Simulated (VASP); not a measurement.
Here is a VASP 6.6.1 calculation.

File INCAR:

```
SYSTEM = LuSi2
  PREC = Accurate
  ENCUT = 600
  EDIFF = 1E-7
  ISMEAR = -1
  SIGMA = 0.05
  LREAL = .FALSE.
  LASPH = .TRUE.
  NELM = 60
  ALGO = Normal
  ISIF = 3
  LWAVE = .FALSE.
  LCHARG = .FALSE.
  GGA = PS
  IBRION = 2
  NSW = 60
  EDIFFG = -0.01
```

Contents of KPOINTS:

```
Automatic mesh
0
G
  6 6 5
  0 0 0
```

File POSCAR:

```
LuSi2
1.0
    3.7800000000      0.0000000000      0.0000000000
   -1.8900000000      3.2735760263      0.0000000000
    0.0000000000      0.0000000000      4.1580000000
Lu Si
1 2
Direct
    0.0000000000      0.0000000000      0.0000000000
    0.3333333333      0.6666666667      0.5000000000
    0.6666666667      0.3333333333      0.5000000000
```

Potentials or basis: VASP PAW PBE potentials, release 64 (Lu, Si).

Launch:

```console
$ cat potpaw_PBE.64/Lu/POTCAR potpaw_PBE.64/Si/POTCAR > POTCAR
$ mpirun -np 1 vasp_std > vasp.out
```

**Question.** Predict the space group after relaxing (to 0.1 Å).

**Answer.** P6/mmm (No. 191).

**Question.** Predict the relaxed cell.

**Answer.** a = 4.045 Å, b = 4.045 Å, c = 3.718 Å, α = 90.00°, β = 90.00°, γ = 120.00°.

Step by step:
```
step  energy change (eV)  largest force (eV/Å)  pressure (GPa)  volume (Å³)
   1              0.0000                0.0000            8.28        51.45
   2             -0.2805                0.0000           -7.26        58.02
   3             -0.3287                0.0000           -3.93        55.98
   4             -0.3998                0.0000           -0.67        53.38
   5             -0.4013                0.0000           -0.14        53.00
   6             -0.4015                0.0000            0.06        52.84
   7             -0.4015                0.0000            0.18        52.77
   8             -0.4017                0.0000            0.00        52.87
   9             -0.4017                0.0000           -0.12        52.94
  10             -0.4018                0.0000           -0.09        52.91
  11             -0.4026                0.0000           -0.07        52.84
  12             -0.4041                0.0000           -0.06        52.69
  13             -0.4039                0.0000           -0.08        52.64
  14             -0.4041                0.0000           -0.06        52.68
```

Caveat: the PAW data sets were made with another functional, which shifts forces and pressure a little.
